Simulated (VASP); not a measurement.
# Si (Immm) in VASP: further runs

Runs on Si. Level: r2SCAN. Tasks: single point.

All numbers are computed with VASP 6.6.1; they aren't measurements. Logs are shortened: lines on timing, memory, paths and dates and some standing lists are left out, and cuts for length are marked.

## Step 1: The cell of the first run

It takes space group Immm (No. 71, orthorhombic). The conventional cell has a = 3.845 Å, b = 6.028 Å, c = 7.274 Å, α = 90.00°, β = 90.00°, γ = 90.00°. Within 2.9 Å of Si (site symmetry m) lie 4 Si at 2.16 to 2.60 Å.

## Step 2: Single point, r2SCAN (strain +0.0937 x Voigt [1, -1, 0, 0, 0, 0])

POSCAR reads:

```
Si
1.0
   -3.6370384200      3.0138501600      1.9223856600
    3.6370384200     -3.0138501600      1.9223856600
    3.6370384200      3.0138501600     -1.9223856600
Si
4
Direct
    0.1788010600      0.1788010600      0.3576021200
    0.8211989400      0.8211989400      0.6423978800
    0.1788010600      0.8211989400      0.0000000000
    0.8211989400      0.1788010600      0.0000000000
```

INCAR.step1 reads:

```
SYSTEM = Si
ALGO = Normal
EDIFF = 1E-4
ENCUT = 520
GGA = PE
ISMEAR = 0
LASPH = .True.
LCHARG = .False.
LREAL = .False.
LWAVE = .True.
NBANDS = 16
NELM = 100
PREC = Accurate
SIGMA = 0.03
```

INCAR.step2 reads:

```
SYSTEM = Si
ALGO = Normal
EDIFF = 1E-6
ENCUT = 520
ISIF = 2
ISMEAR = 0
ISTART = 1
LASPH = .True.
LCHARG = .True.
LELF = .True.
LMIXTAU = .True.
LREAL = .False.
LVHAR = .True.
LWAVE = .False.
METAGGA = R2SCAN
NBANDS = 16
NELM = 100
PREC = Accurate
SIGMA = 0.03
```

KPOINTS reads:

```
k-points
0
Gamma
  10 10 10
  0 0 0
```

Potentials or basis: VASP PAW PBE potentials, release 64 (Si).

The run is started by

```bash
$ cat potpaw_PBE.64/Si/POTCAR > POTCAR
$ cp INCAR.step1 INCAR
$ mpirun -np 1 vasp_std > vasp.out
$ cp INCAR.step2 INCAR
$ mpirun -np 1 vasp_std > vasp.out
```

OUTCAR:

```text
SYSTEM = Si
   EDIFF = 1E-6
   ENCUT = 520
   ISIF = 2
   ISMEAR = 0
   ISTART = 1
   LASPH = .True.
   LREAL = .False.
   METAGGA = R2SCAN
   NELM = 100
   PREC = Accurate

 ion  position               nearest neighbor table
   1  0.179  0.179  0.358-   4 2.16   2 2.35   2 2.35   3 2.60
   2  0.821  0.821  0.642-   3 2.16   1 2.35   1 2.35   4 2.60
   3  0.179  0.821  0.000-   2 2.16   4 2.35   4 2.35   1 2.60
   4  0.821  0.179  0.000-   1 2.16   3 2.35   3 2.35   2 2.60

  LATTYP: Found a body centered orthorhombic cell.
 ALAT       =     3.8447713200
 B/A-ratio  =     1.5677656272
 C/A-ratio  =     1.8919400491

  Lattice vectors:

 A1 = (  -3.6370384200,   3.0138501600,  -1.9223856600)
 A2 = (  -3.6370384200,  -3.0138501600,   1.9223856600)
 A3 = (   3.6370384200,   3.0138501600,   1.9223856600)

Analysis of symmetry for initial positions (statically):
=====================================================================
 Subroutine PRICEL returns:
 Original cell was already a primitive cell.

 Routine SETGRP: Setting up the symmetry group for a
 body centered orthorhombic supercell.

 Subroutine GETGRP returns: Found  8 space group operations
 (whereof  8 operations were pure point group operations)
 out of a pool of  8 trial point group operations.

The static configuration has the point symmetry D_2h.

Analysis of symmetry for dynamics (positions and initial velocities):
=====================================================================
 Subroutine PRICEL returns:
 Original cell was already a primitive cell.

 Routine SETGRP: Setting up the symmetry group for a
 body centered orthorhombic supercell.

 Subroutine GETGRP returns: Found  8 space group operations
 (whereof  8 operations were pure point group operations)
 out of a pool of  8 trial point group operations.

The dynamic configuration has the point symmetry D_2h.

 Subroutine INISYM returns: Found  8 space group operations
 (whereof  8 operations are pure point group operations),
 and found     1 'primitive' translations

----------------------------------------------------------------------------------------

                                     Primitive cell

  volume of cell :      84.2888

  direct lattice vectors                    reciprocal lattice vectors
    -3.637038420  3.013850160  1.922385660     0.000000000  0.165900749  0.260093492
     3.637038420 -3.013850160  1.922385660     0.137474489  0.000000000  0.260093492
     3.637038420  3.013850160 -1.922385660     0.137474489  0.165900749  0.000000000

  length of vectors
     5.099696842  5.099696842  5.099696842     0.308499082  0.294190177  0.215458334

  position of ions in fractional coordinates (direct lattice)
     0.178801060  0.178801060  0.357602120
     0.821198940  0.821198940  0.642397880
     0.178801060  0.821198940  0.000000000
     0.821198940  0.178801060  0.000000000

  ion indices of the primitive-cell ions
   primitive index   ion index
                 1           1
                 2           2
                 3           3
                 4           4

----------------------------------------------------------------------------------------

 KPOINTS: k-points

Automatic generation of k-mesh.
 Grid dimensions read from file:
 generate k-points for:   10   10   10

 Generating k-lattice:

  Cartesian coordinates                     Fractional coordinates (reciprocal lattice)
     0.000000000  0.016590075  0.026009349     0.100000000  0.000000000 -0.000000000
     0.013747449  0.000000000  0.026009349     0.000000000  0.100000000 -0.000000000
     0.013747449  0.016590075  0.000000000     0.000000000  0.000000000  0.100000000

  Length of vectors
     0.030849908  0.029419018  0.021545833

  Shift w.r.t. Gamma in fractional coordinates (k-lattice)
     0.000000000  0.000000000  0.000000000

 Subroutine IBZKPT returns following result:
 ===========================================

 Found    171 irreducible k-points:

 Following reciprocal coordinates:
            Coordinates               Weight
  0.000000  0.000000  0.000000      1.000000
  0.100000  0.000000  0.000000      4.000000
  0.200000  0.000000  0.000000      4.000000
  0.300000  0.000000  0.000000      4.000000
  0.400000 -0.000000  0.000000      4.000000
  0.500000  0.000000 -0.000000      2.000000
[... 16 lines left out ...]
 -0.400000  0.200000  0.000000      8.000000
 -0.300000  0.200000  0.000000      8.000000
 [... further k-points ...]
   k-points           NKPTS =    171   k-points in BZ     NKDIM =    171   number of bands    NBANDS=     16
   number of dos      NEDOS =    301   number of ions     NIONS =      4
   total plane-waves  NPLWV =  64000
   dimension x,y,z NGX =    40 NGY =   40 NGZ =   40
   dimension x,y,z NGXF=    80 NGYF=   80 NGZF=   80
   ions per type =               4
   NGX,Y,Z   is equivalent  to a cutoff of  13.04, 13.04, 13.04 a.u.
   NGXF,Y,Z  is equivalent  to a cutoff of  26.08, 26.08, 26.08 a.u.
 SYSTEM =  Si
   PREC   = accura    normal or accurate (medium, high low for compatibility)
   ISTART =      1    job   : 0-new  1-cont  2-samecut
   ICHARG =      0    charge: 1-file 2-atom 10-const
   ISPIN  =      1    spin polarized calculation?
   LNONCOLLINEAR =      F non collinear calculations
   LSORBIT =      F    spin-orbit coupling
   LASPH  =      T    aspherical Exc in radial PAW
   ENCUT  =  520.0 eV  38.22 Ry    6.18 a.u.   9.48  9.48  9.48*2*pi/ulx,y,z
   NELM   =    100;   NELMIN=  2; NELMDL=  0     # of ELM steps
   EDIFF  = 0.1E-05   stopping-criterion for ELM
   LREAL  =      F    real-space projection
   EDIFFG = 0.1E-04   stopping-criterion for IOM
   NSW    =      0    number of steps for IOM
   IBRION =     -1    ionic relax: 0-MD 1-quasi-New 2-CG
   NFREE  =      0    steps in history (QN), initial steepest desc. (CG)
   ISIF   =      2    stress and relaxation
   ISYM   =      2    0-nonsym 1-usesym 2-fastsym
   POTIM  = 0.5000    time-step for ionic-motion
   TEBEG  =    0.0;   TEEND  =   0.0 temperature during run
   PSTRESS=    0.0 pullay stress
   NELECT =      16.0000    total number of electrons
   NUPDOWN=      -1.0000    fix difference up-down
   EMIN   =  10.00;   EMAX   =-10.00  energy-range for DOS
   EFERMI =   0.00;   METHOD = LEGACY
   ISMEAR =     0;   SIGMA  =   0.03  broadening in eV -4-tet -1-fermi 0-gaus
   EFERMI_NEDOS =   21; number of points for ismear=-14 and -15
   IALGO  =     38    algorithm
   IMIX   =      4    mixing-type and parameters
     AMIX     =   0.40;   BMIX     =  1.00
     AMIX_MAG =   1.60;   BMIX_MAG =  1.00
  volume/ion in A,a.u.               =      21.07       142.20
  Fermi-wavevector in a.u.,A,eV,Ry     =   0.940860  1.777967 12.044105  0.885217
  Thomas-Fermi vector in A             =   2.068313
   LORBIT       =      0    0 simple, 1 ext, 2 COOP (PROOUT), +10 PAW based schemes
   METAGGA = R2SCAN    functional components
   LHFCALC =     F    Hartree Fock is set to
   AEXX    =    0.0000 exact exchange contribution
   IVDW    =     0    specifies the selected vdW correction
   LEPSILON=     F    determine dielectric tensor
   LRPA    =     F    only Hartree local field effects (RPA)
 non-spin polarized calculation
 Gauss-broadening in eV      SIGMA  =   0.03
  energy-cutoff  :      520.00
  volume of cell :       84.29
 maximum number of plane-waves:      2292
 NGX is ok and might be reduce to    40
   NGX = 19   NGY = 19   NGZ = 19

 number of electron      16.0000000 magnetization

 Free energy of the ion-electron system (eV)
  ---------------------------------------------------
  ext. energy  EPLUGINS =         0.00000000
  ---------------------------------------------------
  free energy    TOTEN  =       -33.66554963 eV

  energy without entropy =      -33.66543325  energy(sigma->0) =      -33.66549144

 E-fermi :   5.6099     XC(G=0):  -9.5666

 val. band max:        5.6049829871   @ k =  -0.0000   0.5000   0.0000
 cond. band min:       5.6218736709   @ k =  -0.4000   0.5000   0.4000
 fundamental gap:      0.0168906838
 Fermi energy:         5.6098963068

 k-point     1 :       0.0000    0.0000    0.0000
  band No.  band energies     occupation
      1      -7.3509      2.00000
      2      -2.5828      2.00000
      3      -1.4647      2.00000
      4       0.7326      2.00000
      5       1.4290      2.00000
      6       3.1745      2.00000
[... 8 lines left out ...]
     15      11.1309      0.00000
     16      12.7033      0.00000

 k-point     2 :       0.1000    0.0000    0.0000
  band No.  band energies     occupation
      1      -7.2272      2.00000
      2      -2.8131      2.00000
      3      -1.1022      2.00000
      4       0.3717      2.00000
      5       1.7402      2.00000
      6       2.6632      2.00000
[... 8 lines left out ...]
     15      10.9814      0.00000
     16      13.5916      0.00000

 k-point     3 :       0.2000    0.0000    0.0000
  band No.  band energies     occupation
      1      -6.8635      2.00000
      2      -3.1149      2.00000
      3      -0.6006      2.00000
      4      -0.2804      2.00000
      5       2.0408      2.00000
      6       2.0684      2.00000
[... 8 lines left out ...]
     15      12.5106      0.00000
     16      12.6220      0.00000

 k-point     4 :       0.3000    0.0000    0.0000
  band No.  band energies     occupation
      1      -6.2890      2.00000
      2      -3.2740      2.00000
      3      -1.1830      2.00000
      4      -0.6974      2.00000
      5       1.5587      2.00000
      6       2.3292      2.00000
[... 8 lines left out ...]
     15      12.0738      0.00000
     16      12.3582      0.00000
[... 324 lines left out ...]
 k-point    22 :       0.5000    0.2000   -0.0000
  band No.  band energies     occupation
      1      -5.7382      2.00000
      2      -4.2303      2.00000
      3      -1.7934      2.00000
      4      -0.1893      2.00000
      5       1.0848      2.00000
      6       3.0014      2.00000
[... 8 lines left out ...]
     15      11.8261      0.00000
     16      12.2152      0.00000

 k-point    23 :      -0.4000    0.2000    0.0000
  band No.  band energies     occupation
      1      -6.3715      2.00000
      2      -4.2840      2.00000
      3      -0.9779      2.00000
      4       0.2396      2.00000
      5       1.8550      2.00000
      6       2.6687      2.00000
[... 8 lines left out ...]
     15      11.1713      0.00000
     16      12.1918      0.00000

 k-point    24 :      -0.3000    0.2000    0.0000
  band No.  band energies     occupation
      1      -6.8544      2.00000
      2      -4.0826      2.00000
      3      -0.3604      2.00000
      4      -0.0027      2.00000
      5       2.8444      2.00000
      6       2.9644      2.00000
[... 8 lines left out ...]
     15      11.9379      0.00000
     16      12.8889      0.00000

 [... further k-points ...]
[... 5 lines left out ...]
  --------------------------------------------------------------------------------------
  -------------------------------------------------------------------------------------
  Total       -6.6976054     13.9289999     -0.4546724      0.0000000      0.0000000      0.0000000
  in kB     -127.3092859    264.7649329     -8.6424938      0.0000000      0.0000000      0.0000000
  external PRESSURE =      42.9377178 kB  Pullay stress =       0.0000000 kB

 VOLUME and BASIS-vectors are now :
 -----------------------------------------------------------------------------
  energy-cutoff  :      520.00
  volume of cell :       84.29
      direct lattice vectors                 reciprocal lattice vectors
    -3.637038420  3.013850160  1.922385660     0.000000000  0.165900749  0.260093492
     3.637038420 -3.013850160  1.922385660     0.137474489  0.000000000  0.260093492
     3.637038420  3.013850160 -1.922385660     0.137474489  0.165900749  0.000000000

 POSITION                                       TOTAL-FORCE (eV/Angst)
 -----------------------------------------------------------------------------------
      1.30061      1.07776     -0.00000        -0.791050      2.487909     -0.000000
      2.33643      1.93609      1.92239         0.791050     -2.487909      0.000000
      2.33643     -1.93609      1.92239         0.791050      2.487909      0.000000
     -2.33643      1.93609      1.92239        -0.791050     -2.487909     -0.000000
 -----------------------------------------------------------------------------------
    total drift:                               -0.000000     -0.000000      0.000000

  FREE ENERGIE OF THE ION-ELECTRON SYSTEM (eV)
  ---------------------------------------------------
  free  energy   TOTEN  =       -33.6655496255 eV

  energy  without entropy=      -33.6654332452  energy(sigma->0) =      -33.66549144
```

Run time: 18 min. Hardware: 1 thread of Intel Xeon 8259CL, shared host; peak memory 0.36 GiB.

Results:

```
Free energy            : -33.6655 eV
Pressure               : 4.3 GPa
Largest force          : 2.611 eV/Å
Band gap on the k mesh : zero (bands 8 and 9 overlap by 0.63 eV)
```

Forces in eV/Å, atoms in the order of the input:
```
Si  -0.791  2.488  0.000
Si   0.791 -2.488  0.000
Si   0.791  2.488  0.000
Si  -0.791 -2.488  0.000
```

Caveat: the cell differs from its parent crystal (strain +0.0937 x Voigt [1, -1, 0, 0, 0, 0]); the stress differs along the axes, from -13 to 26 GPa; semilocal functionals underestimate gaps, and a narrow one can read as zero; the PAW data sets were made with another functional, which shifts forces and pressure a little.

## Step 3: Single point, r2SCAN (strain -0.0750 x Voigt [1, -1, 0, 0, 0, 0])

POSCAR reads:

```
Si
1.0
   -3.0760359683      3.5748526118      1.9223856600
    3.0760359683     -3.5748526118      1.9223856600
    3.0760359683      3.5748526118     -1.9223856600
Si
4
Direct
    0.1788010600      0.1788010600      0.3576021200
    0.8211989400      0.8211989400      0.6423978800
    0.1788010600      0.8211989400      0.0000000000
    0.8211989400      0.1788010600      0.0000000000
```

INCAR.step1 reads:

```
ALGO = Normal
EDIFF = 1E-4
ENCUT = 520
GGA = PE
ISMEAR = 0
LASPH = T
LCHARG = F
LREAL = F
LWAVE = T
NBANDS = 16
NELM = 60
PREC = Accurate
SIGMA = 0.03
```

INCAR.step2 reads:

```
ALGO = Normal
EDIFF = 1E-6
ENCUT = 520
ISIF = 2
ISMEAR = 0
ISTART = 1
LASPH = T
LCHARG = T
LELF = T
LMIXTAU = T
LREAL = F
LVHAR = T
LWAVE = F
METAGGA = R2SCAN
NBANDS = 16
NELM = 60
PREC = Accurate
SIGMA = 0.03
```

KPOINTS reads:

```
k-points
0
Gamma
  10 10 10
```

Potentials or basis: VASP PAW PBE potentials, release 64 (Si).

The run is started by

```bash
$ cat potpaw_PBE.64/Si/POTCAR > POTCAR
$ cp INCAR.step1 INCAR
$ mpirun -np 1 vasp_std > vasp.out
$ cp INCAR.step2 INCAR
$ mpirun -np 1 vasp_std > vasp.out
```

It took 21 min on 1 thread of Intel Xeon 8259CL, shared host; peak memory 0.36 GiB.

The run converged. Its results:

* Free energy: -34.0227 eV
* Pressure: 2.7 GPa
* Largest force: 1.949 eV/Å
* Band gap on the k mesh: zero (bands 8 and 9 overlap by 0.20 eV)

Forces in eV/Å, atoms in the order of the input:
```
Si   1.800 -0.748  0.000
Si  -1.800  0.748  0.000
Si  -1.800 -0.748  0.000
Si   1.800  0.748  0.000
```

Stress tensor (GPa, compression positive):
```
 19.77   0.00   0.00
  0.00 -11.19   0.00
  0.00   0.00  -0.60
```

Levels at points of the mesh, in eV from the Fermi level:
```csv
k point,band 4,band 5,band 6,band 7,band 8,band 9,band 10,band 11,band 12,band 13
"(0.00, 0.00, 0.00)",-5.19,-4.25,-2.39,-1.34,-1.01,-0.07,1.23,1.65,2.78,3.29
"(0.50, 0.00, 0.00)",-6.32,-5.08,-4.34,-3.14,-1.48,0.07,2.33,2.85,3.05,6.02
"(0.00, 0.50, 0.00)",-6.97,-4.69,-3.50,-2.37,-1.91,1.53,2.62,2.81,3.14,3.73
"(0.50, 0.50, 0.00)",-5.42,-3.16,-2.44,-2.14,-2.06,1.60,1.84,1.96,4.02,4.36
"(0.50, 0.50, 0.50)",-5.56,-3.47,-0.70,-0.43,0.14,0.23,2.46,3.76,3.91,4.64
```

Caveat: the cell differs from its parent crystal (strain -0.0750 x Voigt [1, -1, 0, 0, 0, 0]); the stress differs along the axes, from -11 to 20 GPa; semilocal functionals underestimate gaps, and a narrow one can read as zero; the PAW data sets were made with another functional, which shifts forces and pressure a little.

(Continued in part 2 of 2.)

The gap in the log of VASP goes by the Fermi energy; the results here count the filled bands.